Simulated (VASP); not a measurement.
# Ta (P6_3/mmc) in VASP: notebook

The runs below take Ta through single point, with r2SCAN.

Everything below comes from runs of VASP 6.6.1. Logs are shortened: lines on timing, memory, paths and dates and some standing lists are left out, and cuts for length are marked.

## Step 1: The cell of the first run

The structure is hexagonal, space group P6_3/mmc (No. 194). The conventional cell has a = 2.900 Å, b = 2.900 Å, c = 5.166 Å, α = 90.00°, β = 90.00°, γ = 120.00°. Within 3.8 Å of Ta (site symmetry -6m2) lie 12 Ta at 2.90 to 3.08 Å.

## Step 2: Single point, r2SCAN

POSCAR reads:

```
Ta
1.0
    2.9003720000      0.0000000000      0.0000000000
   -1.4501860000      2.5117958324      0.0000000000
    0.0000000000      0.0000000000      5.1662740000
Ta
2
Direct
    0.6666666667      0.3333333333      0.7500000000
    0.3333333333      0.6666666667      0.2500000000
```

INCAR.step1 reads:

```
PREC     = Accurate       # precision mode
ENCUT    = 520            # plane-wave cutoff, eV
ISMEAR   = -1             # smearing method
SIGMA    = 0.1            # smearing width, eV
LREAL    = F              # projectors in reciprocal space
LASPH    = T              # aspherical terms in the spheres
NELM     = 60             # most SCF steps
NBANDS   = 18             # bands
GGA      = PE             # functional
ALGO     = Normal         # electronic algorithm
EDIFF    = 1E-4           # SCF threshold, eV
LWAVE    = T              # write WAVECAR
LCHARG   = F              # write CHGCAR
```

INCAR.step2 reads:

```
PREC     = Accurate       # precision mode
ENCUT    = 520            # plane-wave cutoff, eV
EDIFF    = 1E-6           # SCF threshold, eV
ISMEAR   = -1             # smearing method
SIGMA    = 0.1            # smearing width, eV
LREAL    = F              # projectors in reciprocal space
LASPH    = T              # aspherical terms in the spheres
NELM     = 60             # most SCF steps
ALGO     = Normal         # electronic algorithm
ISIF     = 2              # what is computed and relaxed
LWAVE    = F              # write WAVECAR
LCHARG   = T              # write CHGCAR
METAGGA  = R2SCAN         # meta-GGA
LMIXTAU  = T            
LELF     = T              # ELF
LVHAR    = T            
NBANDS   = 18             # bands
ISTART   = 1
```

KPOINTS reads:

```
Automatic mesh
0
Gamma
  11 11 6
```

Potentials or basis: VASP PAW PBE potentials, release 64 (Ta_pv).

Launch:

```sh
$ cat potpaw_PBE.64/Ta_pv/POTCAR > POTCAR
$ cp INCAR.step1 INCAR
$ mpirun -np 1 vasp_std > vasp.out
$ cp INCAR.step2 INCAR
$ mpirun -np 1 vasp_std > vasp.out
```

OUTCAR:

```text
PREC = Accurate
   ENCUT = 520
   EDIFF = 1E-6
   ISMEAR = -1
   LREAL = F
   LASPH = T
   NELM = 60
   ISIF = 2
   METAGGA = R2SCAN
   ISTART = 1

 ion  position               nearest neighbor table
   1  0.667  0.333  0.750-   2 3.08   2 3.08   2 3.08   2 3.08   2 3.08   2 3.08
   2  0.333  0.667  0.250-   1 3.08   1 3.08   1 3.08   1 3.08   1 3.08   1 3.08

  LATTYP: Found a hexagonal cell.
 ALAT       =     2.9003720000
 C/A-ratio  =     1.7812453023

  Lattice vectors:

 A1 = (   2.9003720000,   0.0000000000,   0.0000000000)
 A2 = (  -1.4501860000,   2.5117958324,   0.0000000000)
 A3 = (   0.0000000000,   0.0000000000,   5.1662740000)

Analysis of symmetry for initial positions (statically):
=====================================================================
 Subroutine PRICEL returns:
 Original cell was already a primitive cell.

 Routine SETGRP: Setting up the symmetry group for a
 hexagonal supercell.

 Subroutine GETGRP returns: Found 24 space group operations
 (whereof 12 operations were pure point group operations)
 out of a pool of 24 trial point group operations.

The static configuration has the point symmetry D_3d.
 The point group associated with its full space group is D_6h.

Analysis of symmetry for dynamics (positions and initial velocities):
=====================================================================
 Subroutine PRICEL returns:
 Original cell was already a primitive cell.

 Routine SETGRP: Setting up the symmetry group for a
 hexagonal supercell.

 Subroutine GETGRP returns: Found 24 space group operations
 (whereof 12 operations were pure point group operations)
 out of a pool of 24 trial point group operations.

The dynamic configuration has the point symmetry D_3d.
 The point group associated with its full space group is D_6h.

 Subroutine INISYM returns: Found 24 space group operations
 (whereof 12 operations are pure point group operations),
 and found     1 'primitive' translations

----------------------------------------------------------------------------------------

                                     Primitive cell

  volume of cell :      37.6370

  direct lattice vectors                    reciprocal lattice vectors
     2.900372000  0.000000000  0.000000000     0.344783359  0.199060765  0.000000000
    -1.450186000  2.511795832  0.000000000     0.000000000  0.398121530  0.000000000
     0.000000000  0.000000000  5.166274000     0.000000000  0.000000000  0.193563098

[... 81 lines left out ...]
   ENCUT  =  520.0 eV  38.22 Ry    6.18 a.u.   5.39  5.39  9.61*2*pi/ulx,y,z
   NELM   =     60;   NELMIN=  2; NELMDL=  0     # of ELM steps
   EDIFF  = 0.1E-05   stopping-criterion for ELM
   LREAL  =      F    real-space projection
   EDIFFG = 0.1E-04   stopping-criterion for IOM
   NSW    =      0    number of steps for IOM
   IBRION =     -1    ionic relax: 0-MD 1-quasi-New 2-CG
   NFREE  =      0    steps in history (QN), initial steepest desc. (CG)
   ISIF   =      2    stress and relaxation
   ISYM   =      2    0-nonsym 1-usesym 2-fastsym
   POTIM  = 0.5000    time-step for ionic-motion
   TEBEG  =    0.0;   TEEND  =   0.0 temperature during run
   PSTRESS=    0.0 pullay stress
   NELECT =      22.0000    total number of electrons
   NUPDOWN=      -1.0000    fix difference up-down
   EMIN   =  10.00;   EMAX   =-10.00  energy-range for DOS
   EFERMI =   0.00;   METHOD = LEGACY
   ISMEAR =    -1;   SIGMA  =   0.10  broadening in eV -4-tet -1-fermi 0-gaus
   EFERMI_NEDOS =   21; number of points for ismear=-14 and -15
   IALGO  =     38    algorithm
   IMIX   =      4    mixing-type and parameters
     AMIX     =   0.40;   BMIX     =  1.00
     AMIX_MAG =   1.60;   BMIX_MAG =  1.00
  volume/ion in A,a.u.               =      18.82       126.99
  Fermi-wavevector in a.u.,A,eV,Ry     =   1.368812  2.586680 25.492517  1.873647
  Thomas-Fermi vector in A             =   2.494743
   LORBIT       =      0    0 simple, 1 ext, 2 COOP (PROOUT), +10 PAW based schemes
   METAGGA = R2SCAN    functional components
   LHFCALC =     F    Hartree Fock is set to
   AEXX    =    0.0000 exact exchange contribution
   IVDW    =     0    specifies the selected vdW correction
   LEPSILON=     F    determine dielectric tensor
   LRPA    =     F    only Hartree local field effects (RPA)
 non-spin polarized calculation
  energy-cutoff  :      520.00
  volume of cell :       37.64
 maximum number of plane-waves:      1045
 NGX is ok and might be reduce to    24
   NGX = 11   NGY = 11   NGZ = 19

 number of electron      22.0000003 magnetization

 Free energy of the ion-electron system (eV)
  ---------------------------------------------------
  ext. energy  EPLUGINS =         0.00000000
  ---------------------------------------------------
  free energy    TOTEN  =       -96.59854449 eV

  energy without entropy =      -96.52223971  energy(sigma->0) =      -96.56039210

 E-fermi :   5.4378     XC(G=0): -13.4987

 val. band max:        5.4218915345   @ k =   0.0909   0.0909   0.5000
 cond. band min:       5.4675182778   @ k =   0.3636   0.1818   0.1667
 fundamental gap:      0.0456267434
 Fermi energy:         5.4377770248

 k-point     1 :       0.0000    0.0000    0.0000
  band No.  band energies     occupation
      1     -30.3492      2.00000
      2     -29.4947      2.00000
      3     -29.3764      2.00000
      4     -29.3764      2.00000
      5     -29.2919      2.00000
      6     -29.2919      2.00000
[... 481 lines left out ...]
      5     -29.5035      2.00000
      6     -29.4253      2.00000
[... 10 lines left out ...]
     17      10.8837      0.00000
     18      12.7388      0.00000

 [... further k-points ...]

------------------------ aborting loop because EDIFF is reached ----------------------------------------

  FORCE on cell =-STRESS in cart. coord.  units (eV):
  Direction    XX          YY          ZZ          XY          YZ          ZX
  --------------------------------------------------------------------------------------
  -------------------------------------------------------------------------------------
  Total       -0.6332886     -0.6332886     -0.6791030      0.0000000     -0.0000000      0.0000000
  in kB      -26.9585647    -26.9585647    -28.9088459      0.0000000     -0.0000000      0.0000000
  external PRESSURE =     -27.6086584 kB  Pullay stress =       0.0000000 kB

 VOLUME and BASIS-vectors are now :
 -----------------------------------------------------------------------------
  energy-cutoff  :      520.00
  volume of cell :       37.64
      direct lattice vectors                 reciprocal lattice vectors
     2.900372000  0.000000000  0.000000000     0.344783359  0.199060765  0.000000000
    -1.450186000  2.511795832  0.000000000     0.000000000  0.398121530  0.000000000
     0.000000000  0.000000000  5.166274000     0.000000000  0.000000000  0.193563098

 POSITION                                       TOTAL-FORCE (eV/Angst)
 -----------------------------------------------------------------------------------
      1.45019      0.83727      3.87471         0.000000      0.000000      0.000000
     -0.00000      1.67453      1.29157        -0.000000     -0.000000      0.000000
 -----------------------------------------------------------------------------------
    total drift:                                0.000000     -0.000000      0.000000

  FREE ENERGIE OF THE ION-ELECTRON SYSTEM (eV)
  ---------------------------------------------------
  free  energy   TOTEN  =       -96.5985444932 eV

  energy  without entropy=      -96.5222397110  energy(sigma->0) =      -96.56039210
```

It took 3.2 min on 1 thread of AMD EPYC 7R43 (Zen 3), shared host; peak memory 0.15 GiB.

Results:

| Item | Value |
| --- | --- |
| Free energy | -96.5985 eV |
| Pressure | -2.8 GPa |
| Band gap on the k mesh | zero (band 11 reaches 6.74 eV, above the bottom of band 12 at 4.66 eV) |

Stress tensor (GPa, compression positive):
```
-2.70  0.00  0.00
 0.00 -2.70  0.00
 0.00  0.00 -2.89
```

Levels at points of the mesh, in eV from the Fermi level:
| k point | band 9 | band 10 | band 11 | band 12 | band 13 | band 14 |
| --- | --- | --- | --- | --- | --- | --- |
| (0.00, 0.00, 0.00) | -0.58 | -0.36 | 0.70 | 0.70 | 1.29 | 1.29 |
| (0.00, 0.00, 0.50) | -1.29 | -1.29 | 0.76 | 0.76 | 0.76 | 0.76 |

Caveat: the PAW data sets were made with another functional, which shifts forces and pressure a little; spin-orbit coupling is left out, which moves the levels of the heavy elements.

## Step 3: Single point, r2SCAN

POSCAR is that of step 2.

INCAR.step1 reads:

```
SYSTEM = Ta
ALGO = Normal ; EDIFF = 1E-4
ENCUT = 520 ; GGA = PE
ISMEAR = -1 ; LASPH = .True.
LCHARG = .False. ; LREAL = .False.
LWAVE = .True. ; NBANDS = 18
NELM = 60 ; PREC = Accurate
SIGMA = 0.1
```

INCAR.step2 reads:

```
SYSTEM = Ta
ALGO = Normal ; EDIFF = 1E-6
ENCUT = 520 ; ISIF = 2
ISMEAR = -1 ; ISTART = 1
LASPH = .True. ; LCHARG = .False.
LMIXTAU = .True. ; LREAL = .False.
LWAVE = .False. ; METAGGA = R2SCAN
NBANDS = 18 ; NELM = 60
PREC = Accurate ; SIGMA = 0.1
```

KPOINTS reads:

```
k-points
0
Gamma
  11 11 6
  0 0 0
```

Potentials or basis: VASP PAW PBE potentials, release 64 (Ta_pv).

Launch:

```sh
$ cat potpaw_PBE.64/Ta_pv/POTCAR > POTCAR
$ cp INCAR.step1 INCAR
$ mpirun -np 1 vasp_std > vasp.out
$ cp INCAR.step2 INCAR
$ mpirun -np 1 vasp_std > vasp.out
```

Run time: 3.1 min. Hardware: 1 thread of AMD EPYC 7R43 (Zen 3), shared host; peak memory 0.15 GiB.

It converged, with:

* Free energy: -96.5985 eV
* Pressure: -2.8 GPa
* Band gap on the k mesh: zero (band 11 reaches 6.74 eV, above the bottom of band 12 at 4.66 eV)

Stress tensor (GPa, compression positive):
```
-2.70  0.00  0.00
 0.00 -2.70  0.00
 0.00  0.00 -2.89
```

Levels at points of the mesh, in eV from the Fermi level:
```
           k point  band 7  band 8  band 9  band 10  band 11  band 12  band 13  band 14  band 15  band 16
(0.00, 0.00, 0.00)   -8.61   -5.14   -0.58    -0.36     0.70     0.70     1.29     1.29     3.26     3.26
(0.00, 0.00, 0.50)   -6.70   -6.70   -1.29    -1.29     0.76     0.76     0.76     0.76     4.73     4.73
```

Caveat: the PAW data sets were made with another functional, which shifts forces and pressure a little; spin-orbit coupling is left out, which moves the levels of the heavy elements.
